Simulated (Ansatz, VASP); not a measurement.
# One calculation of SrTiO3, two programs

Contents of INCAR:

```
SYSTEM = SrTiO3
PREC = Accurate ; ENCUT = 520
EDIFF = 1E-6 ; ISMEAR = 0
SIGMA = 0.05 ; LREAL = .FALSE.
LASPH = .TRUE. ; NELM = 100
ALGO = Normal ; ISIF = 2
LWAVE = .FALSE. ; LCHARG = .FALSE.
GGA = PS ; NBANDS = 51
```

The input KPOINTS:

```
Automatic mesh
0
G
  6 6 6
  0 0 0
```

POSCAR

```
SrTiO3
1.0
   -3.8911201354      0.0000000000     -3.8911201354
    0.0000000000     -3.8911201354     -3.8911201354
   -3.8911201354     -3.8911201354      0.0000000000
Sr Ti O
2 2 6
Direct
    0.0000000000      0.0000000000      0.0000000000
    0.5000000000      0.5000000000      0.5000000000
    0.2500000000      0.2500000000      0.2500000000
    0.7500000000      0.7500000000      0.7500000000
    0.4970469981     -0.0029530019      0.5029530019
    0.0029530019      0.5029530019     -0.0029530019
    0.5029530019      0.0029530019     -0.0029530019
   -0.0029530019      0.4970469981      0.5029530019
    0.5000000000      0.5000000000      0.0059060038
    1.0000000000      1.0000000000      0.4940939962
```

Input for Ansatz:

```yaml
crystal:
  lattice:
    - [-3.8911201354, 0.0, -3.8911201354]
    - [0.0, -3.8911201354, -3.8911201354]
    - [-3.8911201354, -3.8911201354, 0.0]
  atoms:
    - { symbol: Sr, position: [0.0, 0.0, 0.0] }
    - { symbol: Sr, position: [0.5, 0.5, 0.5] }
    - { symbol: Ti, position: [0.25, 0.25, 0.25] }
    - { symbol: Ti, position: [0.75, 0.75, 0.75] }
    - { symbol: O, position: [0.4970469981, -0.0029530019, 0.5029530019] }
    - { symbol: O, position: [0.0029530019, 0.5029530019, -0.0029530019] }
    - { symbol: O, position: [0.5029530019, 0.0029530019, -0.0029530019] }
    - { symbol: O, position: [-0.0029530019, 0.4970469981, 0.5029530019] }
    - { symbol: O, position: [0.5, 0.5, 0.0059060038] }
    - { symbol: O, position: [1.0, 1.0, 0.4940939962] }
basis:
  ecutwfc: 420
kpoints:
  mp_grid: { grid: [6, 6, 6] }
hamiltonian:
  xc: pbesol
scf:
  occupations: { method: gaussian, width: 0.05 }
output:
  forces: true
  stress: true
  eigenvalues: true
```

Change from the starting cell: mode 1 (-82.8 1/cm) frozen in, largest displacement +0.033 Å.

Alike in both runs: task single point; functional PBEsol; k mesh 6 × 6 × 6; occupations gaussian, width 0.05 eV; no spin polarisation.

|  | VASP | Ansatz |
| --- | --- | --- |
| version | VASP 6.6.1 | Ansatz 0.2.0 |
| potentials or method | VASP PAW PBE potentials, release 64 (Sr_sv, Ti_sv, O), cutoff 520 eV | scalar-relativistic, plane waves, PAW |
| valence electrons in the cell | 80 | 80 |

Ansatz gave:

| Property | Result |
| --- | --- |
| gap on the k mesh at the Fermi level (eV) | 1.86 |
| least direct gap on the mesh (eV) | 1.86 |
| pressure (GPa) | 0.0 |
| rms of the force components (eV/Å) | 0.005 |

What did VASP give for the same quantities?

gap on the k mesh at the Fermi level (eV): 1.82; least direct gap on the mesh (eV): 1.82; pressure (GPa): 0.7; rms of the force components (eV/Å): 0.004.

VASP's potentials were made for PBE, not for PBEsol. Atom by atom the forces differ by 0.000 eV/Å (rms over components).
